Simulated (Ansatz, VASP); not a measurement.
**Two plane-wave programs on CdHg3Se4**

```
CELL_PARAMETERS angstrom
-3.12930 3.12930 6.26060
3.12930 -3.12930 6.26060
3.12930 3.12930 -6.26060
ATOMIC_POSITIONS crystal
Cd 0.00000 0.00000 0.00000
Hg 0.75000 0.25000 0.50000
Hg 0.50000 0.50000 0.00000
Hg 0.25000 0.75000 0.50000
Se 0.37254 0.37254 0.49667
Se 0.12413 0.62746 0.00000
Se 0.87587 0.87587 0.50333
Se 0.62746 0.12413 0.00000
```

Alike in both runs: task relaxation of cell and atoms; functional PBE; k mesh 8 × 8 × 8; occupations gaussian, width 0.1 eV; no spin polarisation.

|  | VASP | Ansatz |
| --- | --- | --- |
| version | VASP 6.6.1 | Ansatz 0.2.0 |
| potentials or method | VASP PAW PBE potentials, release 64 (Cd, Hg, Se), cutoff 600 eV | scalar-relativistic, plane waves, PAW |
| valence electrons in the cell | 72 | 144 |

Ansatz gave:

* gap on the k mesh at the Fermi level, each at its own relaxed structure (eV): none
* relaxed volume (Å³/atom): 30.43
* relaxed length of the cell vector where the two differ most in proportion (Å): 7.648

Task: What did VASP give for the same quantities?

Result: gap on the k mesh at the Fermi level, each at its own relaxed structure (eV): none; relaxed volume (Å³/atom): 30.58; relaxed length of the cell vector where the two differ most in proportion (Å): 7.660.

A gap of «none» marks a metal or a gap that the smearing closes. VASP's potentials hold 72 valence electrons a cell and Ansatz's 144, so a difference there can come from the potentials and not from the codes.

Spin-orbit coupling is off throughout.
